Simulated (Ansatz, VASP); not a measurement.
PbF2: VASP beside Ansatz

Contents of INCAR:

```
SYSTEM = PbF2
PREC     = Accurate       ! precision mode
ENCUT    = 520            ! plane-wave cutoff, eV
EDIFF    = 1E-6           ! SCF threshold, eV
ISMEAR   = 0              ! smearing method
SIGMA    = 0.05           ! smearing width, eV
LREAL    = .False.        ! projectors in reciprocal space
LASPH    = .True.         ! aspherical terms in the spheres
NELM     = 100            ! most SCF steps
ALGO     = Normal         ! electronic algorithm
ISIF     = 2              ! what is computed and relaxed
LWAVE    = .False.        ! write WAVECAR
LCHARG   = .False.        ! write CHGCAR
GGA      = PE             ! functional
NBANDS   = 21             ! bands
```

File KPOINTS:

```
Automatic mesh
0
Gamma
  8 8 8
  0 0 0
```

POSCAR

```
PbF2
1.0
    0.0000000000      2.9698500000      2.9698500000
    2.9698500000      0.0000000000      2.9698500000
    2.9698500000      2.9698500000      0.0000000000
Pb F
1 2
Direct
   -0.1275775255      0.0425258418      0.0425258418
    0.2500000000      0.2500000000      0.2500000000
    0.7500000000      0.7500000000      0.7500000000
```

Input for Ansatz:

```yaml
crystal:
  lattice:
    - [0.0, 2.96985, 2.96985]
    - [2.96985, 0.0, 2.96985]
    - [2.96985, 2.96985, 0.0]
  atoms:
    - { symbol: Pb, position: [-0.1275775255, 0.0425258418, 0.0425258418] }
    - { symbol: F, position: [0.25, 0.25, 0.25] }
    - { symbol: F, position: [0.75, 0.75, 0.75] }
basis:
  ecutwfc: 420
kpoints:
  mp_grid: { grid: [8, 8, 8] }
hamiltonian:
  xc: pbe
scf:
  occupations: { method: gaussian, width: 0.05 }
output:
  forces: true
  stress: true
  eigenvalues: true
```

Change from the starting cell: all Pb atoms moved +0.438 Å, as atom 1 towards its neighbour atom 2 (F) at 2.572 Å.

Alike in both runs: task single point; functional PBE; k mesh 8 × 8 × 8; occupations gaussian, width 0.05 eV; no spin polarisation.

|  | VASP | Ansatz |
| --- | --- | --- |
| version | VASP 6.6.1 | Ansatz 0.2.0 |
| potentials or method | VASP PAW PBE potentials, release 64 (Pb_d, F), cutoff 520 eV | scalar-relativistic, plane waves, PAW |
| valence electrons in the cell | 28 | 28 |

|  | VASP | Ansatz | Ansatz less VASP |
| --- | --- | --- | --- |
| gap on the k mesh at the Fermi level (eV) | 4.49 | 4.49 | +0.004 |
| least direct gap on the mesh (eV) | 4.73 | 4.74 | +0.002 |
| pressure (GPa) | 7.1 | 7.2 | +0.13 |
| traceless stress, the component that is largest in VASP (GPa) | -2.93 | -2.83 | +0.108 |
| rms of the force components (eV/Å) | 0.789 | 0.761 | -0.0280 |

Atom by atom the forces differ by 0.028 eV/Å (rms over components).

Neither program's run includes spin-orbit coupling.
